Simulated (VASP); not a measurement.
# Au (Fm-3m) in VASP: notebook, part 3 of 3

VASP 6.6.1.

## Step 5: Single point, PBEsol

This run uses another cell than the first one, of 17.11 Å³/atom, 1.170 times its volume.

Contents of INCAR:

```
SYSTEM = Au
ALGO = Normal
EDIFF = 1E-6
ENCUT = 500
GGA = PS
GGA_COMPAT = .False.
ISIF = 2
ISMEAR = 0
LASPH = .True.
LCHARG = .False.
LREAL = .False.
LWAVE = .False.
NBANDS = 12
NELM = 120
PREC = Accurate
SIGMA = 0.1
```

Contents of KPOINTS:

```
k-points
0
Gamma
  8 8 8
  0 0 0
```

Contents of POSCAR:

```
Au
1.0
    0.0000000000      2.0451957214      2.0451957214
    2.0451957214      0.0000000000      2.0451957214
    2.0451957214      2.0451957214      0.0000000000
Au
1
Direct
    0.0000000000      0.0000000000      0.0000000000
```

Potentials or basis: VASP PAW PBE potentials, release 64 (Au).

Run with:

```bash
cat potpaw_PBE.64/Au/POTCAR > POTCAR
mpirun -np 1 vasp_std > vasp.out
```

OUTCAR:

```text
SYSTEM = Au
   EDIFF = 1E-6
   ENCUT = 500
   GGA = PS
   ISIF = 2
   ISMEAR = 0
   LASPH = .True.
   LREAL = .False.
   NELM = 120
   PREC = Accurate

 ion  position               nearest neighbor table
   1  0.000  0.000  0.000-

  LATTYP: Found a face centered cubic cell.
 ALAT       =     4.0903914428

  Lattice vectors:

 A1 = (   0.0000000000,   2.0451957214,   2.0451957214)
 A2 = (   2.0451957214,   0.0000000000,   2.0451957214)
 A3 = (   2.0451957214,   2.0451957214,   0.0000000000)

Analysis of symmetry for initial positions (statically):
=====================================================================
 Subroutine PRICEL returns:
 Original cell was already a primitive cell.

 Routine SETGRP: Setting up the symmetry group for a
 face centered cubic supercell.

 Subroutine GETGRP returns: Found 48 space group operations
 (whereof 48 operations were pure point group operations)
 out of a pool of 48 trial point group operations.

The static configuration has the point symmetry O_h .

Analysis of symmetry for dynamics (positions and initial velocities):
=====================================================================
 Subroutine PRICEL returns:
 Original cell was already a primitive cell.

 Routine SETGRP: Setting up the symmetry group for a
 face centered cubic supercell.

 Subroutine GETGRP returns: Found 48 space group operations
 (whereof 48 operations were pure point group operations)
 out of a pool of 48 trial point group operations.

The dynamic configuration has the point symmetry O_h .

 Subroutine INISYM returns: Found 48 space group operations
 (whereof 48 operations are pure point group operations),
 and found     1 'primitive' translations

----------------------------------------------------------------------------------------

                                     Primitive cell
[... 114 lines left out ...]
   GGA     = PS    functional components
   LHFCALC =     F    Hartree Fock is set to
   AEXX    =    0.0000 exact exchange contribution
   IVDW    =     0    specifies the selected vdW correction
   LEPSILON=     F    determine dielectric tensor
   LRPA    =     F    only Hartree local field effects (RPA)
 non-spin polarized calculation
 Gauss-broadening in eV      SIGMA  =   0.10
  energy-cutoff  :      500.00
  volume of cell :       17.11
 maximum number of plane-waves:       445
 NGX is ok and might be reduce to    24
   NGX = 11   NGY = 11   NGZ = 11

 number of electron      11.0000000 magnetization

 Free energy of the ion-electron system (eV)
  ---------------------------------------------------
  ext. energy  EPLUGINS =         0.00000000
  ---------------------------------------------------
  free energy    TOTEN  =        -3.88575024 eV

  energy without entropy =       -3.88259578  energy(sigma->0) =       -3.88417301

 E-fermi :   9.1511     XC(G=0): -12.8597

 val. band max:        9.0771182711   @ k =   0.5000   0.2500   0.1250
 cond. band min:       9.3369517118   @ k =   0.5000   0.3750   0.1250
 fundamental gap:      0.2598334406
 Fermi energy:         9.1510950974

 k-point     1 :       0.0000    0.0000    0.0000
  band No.  band energies     occupation
      1      -0.6658      2.00000
      2       4.5627      2.00000
      3       4.5627      2.00000
      4       4.5627      2.00000
      5       6.0834      2.00000
      6       6.0834      2.00000
      7      23.7166      0.00000
      8      27.6896      0.00000
      9      27.6896      0.00000
     10      27.6896      0.00000
     11      32.5419      0.00000
     12      37.1655      0.00000
[... 331 lines left out ...]
 k-point    24 :      -0.3750    0.2500    0.1250
  band No.  band energies     occupation
      1       2.9400      2.00000
      2       3.8917      2.00000
      3       4.9829      2.00000
      4       5.3965      2.00000
      5       7.1384      2.00000
      6      11.8236      0.00000
      7      12.2380      0.00000
      8      21.3247      0.00000
      9      22.2817      0.00000
     10      26.8326      0.00000
     11      33.0154      0.00000
     12      36.0290      0.00000

 [... further k-points ...]

------------------------ aborting loop because EDIFF is reached ----------------------------------------

  FORCE on cell =-STRESS in cart. coord.  units (eV):
  Direction    XX          YY          ZZ          XY          YZ          ZX
  --------------------------------------------------------------------------------------
  -------------------------------------------------------------------------------------
  Total       -0.0281093     -0.0281093     -0.0281093      0.0000000      0.0000000      0.0000000
  in kB       -2.6322385     -2.6322385     -2.6322385      0.0000000      0.0000000      0.0000000
  external PRESSURE =      -2.6322385 kB  Pullay stress =       0.0000000 kB

 VOLUME and BASIS-vectors are now :
 -----------------------------------------------------------------------------
  energy-cutoff  :      500.00
  volume of cell :       17.11
      direct lattice vectors                 reciprocal lattice vectors
     0.000000000  2.045195721  2.045195721    -0.244475379  0.244475379  0.244475379
     2.045195721  0.000000000  2.045195721     0.244475379 -0.244475379  0.244475379
     2.045195721  2.045195721  0.000000000     0.244475379  0.244475379 -0.244475379

 POSITION                                       TOTAL-FORCE (eV/Angst)
 -----------------------------------------------------------------------------------
      0.00000      0.00000      0.00000        -0.000000      0.000000     -0.000000
 -----------------------------------------------------------------------------------
    total drift:                               -0.000000      0.000000     -0.000000

  FREE ENERGIE OF THE ION-ELECTRON SYSTEM (eV)
  ---------------------------------------------------
  free  energy   TOTEN  =        -3.8857502421 eV

  energy  without entropy=       -3.8825957822  energy(sigma->0) =       -3.88417301
```

OSZICAR:

```text
N       E                     dE             d eps       ncg     rms          rms(c)
DAV:   1     0.454903993202E+02    0.45490E+02   -0.54680E+03   728   0.797E+02
DAV:   2    -0.359751278667E+01   -0.49088E+02   -0.47074E+02   848   0.182E+02
DAV:   3    -0.421604135575E+01   -0.61853E+00   -0.61767E+00   812   0.193E+01
DAV:   4    -0.421808466723E+01   -0.20433E-02   -0.20432E-02   860   0.129E+00
DAV:   5    -0.421809918824E+01   -0.14521E-04   -0.14522E-04   840   0.104E-01    0.960E+00
DAV:   6    -0.391098744910E+01    0.30711E+00   -0.83720E-01   760   0.729E+00    0.595E+00
DAV:   7    -0.388867866165E+01    0.22309E-01   -0.72802E-02   808   0.213E+00    0.286E+00
DAV:   8    -0.388576154983E+01    0.29171E-02   -0.17036E-03   784   0.384E-01    0.298E-01
DAV:   9    -0.388574752212E+01    0.14028E-04   -0.89660E-06   832   0.269E-02    0.112E-02
DAV:  10    -0.388575021348E+01   -0.26914E-05   -0.11864E-06   804   0.861E-03    0.765E-04
DAV:  11    -0.388575024206E+01   -0.28585E-07   -0.54835E-08   464   0.194E-03
   1 F= -.38857502E+01 E0= -.38841730E+01  d E =-.315446E-02
```

Run time: 7.9 s. Hardware: 1 thread of Intel Xeon 8259CL, shared host; peak memory 0.14 GiB.

What came out:

- Free energy: -3.8858 eV
- Pressure: -0.3 GPa

Levels at points of the mesh, in eV from the Fermi level:
```tsv
k point	band 2	band 3	band 4	band 5	band 6	band 7	band 8	band 9	band 10	band 11
(0.00, 0.00, 0.00)	-4.59	-4.59	-4.59	-3.07	-3.07	14.57	18.54	18.54	18.54	23.39
(0.50, 0.00, 0.00)	-4.62	-4.62	-1.87	-1.87	-0.95	3.10	14.00	17.12	17.12	24.89
(0.50, 0.50, 0.00)	-6.65	-1.91	-1.55	-1.55	1.03	5.78	10.00	10.00	17.18	19.80
```

Caveat: the PAW data sets were made with another functional, which shifts forces and pressure a little; spin-orbit coupling is left out, which moves the levels of the heavy elements.

## Step 6: Relaxation of cell and atoms, PBEsol

Contents of INCAR:

```
  ALGO = Normal
  EDIFF = 1E-7
  EDIFFG = -0.05
  ENCUT = 500
  GGA = PS
  GGA_COMPAT = F
  IBRION = 2
  ISIF = 3
  ISMEAR = 0
  LASPH = T
  LCHARG = F
  LREAL = F
  LWAVE = F
  NELM = 120
  NELMIN = 4
  NSW = 80
  PREC = Accurate
  SIGMA = 0.1
```

Contents of KPOINTS:

```
k-points
0
Gamma
  8 8 8
```

Contents of POSCAR:

```
Au
1.0
    0.0000000000      1.9408949621      1.9408949621
    1.9408949621      0.0000000000      1.9408949621
    1.9408949621      1.9408949621      0.0000000000
Au
1
Direct
    0.0000000000      0.0000000000      0.0000000000
```

Potentials or basis: VASP PAW PBE potentials, release 64 (Au).

Run with:

```bash
cat potpaw_PBE.64/Au/POTCAR > POTCAR
mpirun -np 1 vasp_std > vasp.out
```

Run time: 25 s. Hardware: 1 thread of Intel Xeon 8259CL, shared host; peak memory 0.13 GiB.

Results (log left out):

- Free energy: -3.8843 eV
- Relaxed volume: 17.09 Å³/atom
- Relaxed cell: a = 2.891 Å, b = 2.891 Å, c = 2.891 Å, α = 60.00°, β = 60.00°, γ = 60.00°
- Space group after relaxing (to 0.05 Å): Fm-3m (No. 225)
- Energy gained by relaxing: 273.3 meV/atom
- Ionic steps: 5
- Pressure after relaxing: 0.0 GPa

Step by step:
| step | energy change (eV) | largest force (eV/Å) | pressure (GPa) | volume (Å³) |
| --- | --- | --- | --- | --- |
| 1 | 0.0000 | 0.0000 | 42.12 | 14.62 |
| 2 | 0.4643 | 0.0000 | -21.47 | 24.36 |
| 3 | -0.2688 | 0.0000 | -3.64 | 17.48 |
| 4 | -0.2729 | 0.0000 | -1.04 | 17.20 |
| 5 | -0.2733 | 0.0000 | 0.00 | 17.09 |

Final structure:
```
Au
1.0
     0.00000    2.04453    2.04453
     2.04453    0.00000    2.04453
     2.04453    2.04453    0.00000
Au
1
Direct
  0.00000 0.00000 0.00000
```

Levels at points of the mesh, in eV from the Fermi level:
| k point | band 4 | band 5 | band 6 | band 7 | band 8 | band 9 |
| --- | --- | --- | --- | --- | --- | --- |
| (0.00, 0.00, 0.00) | -4.59 | -3.07 | -3.07 | 14.56 | 18.54 | 18.54 |
| (0.50, 0.00, 0.00) | -1.87 | -1.87 | -0.95 | 3.10 | 14.00 | 17.13 |
| (0.50, 0.50, 0.00) | -1.55 | -1.55 | 1.02 | 5.78 | 10.01 | 10.01 |

Caveat: the volume moved by over 15 % at a fixed basis, so the end points are rough; the PAW data sets were made with another functional, which shifts forces and pressure a little; spin-orbit coupling is left out, which moves the levels of the heavy elements.

## Step 7: Summary

```tsv
task	cell	k mesh	cutoff (eV)	gap on the mesh (eV)	pressure (GPa)	relaxed volume (Å³/atom)
single point	a = 2.745 Å, angles 60.0°, 1 atom	8 × 8 × 8	520	none	42.1	-
single point	a = 2.888 Å, angles 60.0°, 1 atom	18 × 18 × 18	520	none	-0.3	-
relaxation of cell and atoms	relaxed from a = 2.892 Å, angles 60.0°, 1 atom	18 × 18 × 18	600	none	0.0	17.01
single point	a = 2.892 Å, angles 60.0°, 1 atom	8 × 8 × 8	500	none	-0.3	-
relaxation of cell and atoms	relaxed from a = 2.745 Å, angles 60.0°, 1 atom	8 × 8 × 8	500	none	0.0	17.09
```

Alike in all rows: level PBEsol; potentials or basis VASP PAW PBE potentials, release 64 (Au); no spin polarisation; smearing gaussian 0.1 eV.

Caveats: the PAW data sets were made with another functional, which shifts forces and pressure a little; spin-orbit coupling is left out, which moves the levels of the heavy elements; the volume moved by over 15 % at a fixed basis, so the end points are rough (some runs).

Absolute energies hang on the potentials; compare differences alone.
